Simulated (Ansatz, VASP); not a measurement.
## One calculation of KMgH3, two programs

```
K Mg H
1.0
     3.92437    0.00000    0.00000
     0.00000    3.92437    0.00000
     0.00000    0.00000    3.82375
K Mg H
1 1 3
Direct
  0.00000 0.00000 0.00000
  0.50000 0.50000 0.50000
  0.00000 0.50000 0.50000
  0.50000 0.00000 0.50000
  0.50000 0.50000 0.00000
```

Change from the starting cell: strain -0.025 along x and y, -0.050 along z, atoms carried along.

Alike in both runs: task single point; functional LDA; k mesh 8 × 8 × 8; occupations gaussian, width 0.05 eV; no spin polarisation.

|  | VASP | Ansatz |
| --- | --- | --- |
| version | VASP 6.6.1 | Ansatz 0.2.0 |
| potentials or method | VASP PAW LDA potentials, release 64 (K_sv, Mg, H), cutoff 520 eV | scalar-relativistic, plane waves, PAW |
| valence electrons in the cell | 14 | 22 |

|  | VASP | Ansatz | Ansatz less VASP |
| --- | --- | --- | --- |
| gap on the k mesh at the Fermi level (eV) | 2.40 | 2.40 | -0.003 |
| least direct gap on the mesh (eV) | 4.73 | 4.72 | -0.009 |
| pressure (GPa) | 0.5 | 0.7 | +0.22 |
| traceless stress, the component that is largest in VASP (GPa) | 1.13 | 1.13 | -0.007 |

LDA's correlation is that of Perdew and Zunger in VASP and of Perdew and Wang (1992) in Ansatz. VASP's potentials hold 14 valence electrons a cell and Ansatz's 22, so a difference there can come from the potentials and not from the codes.
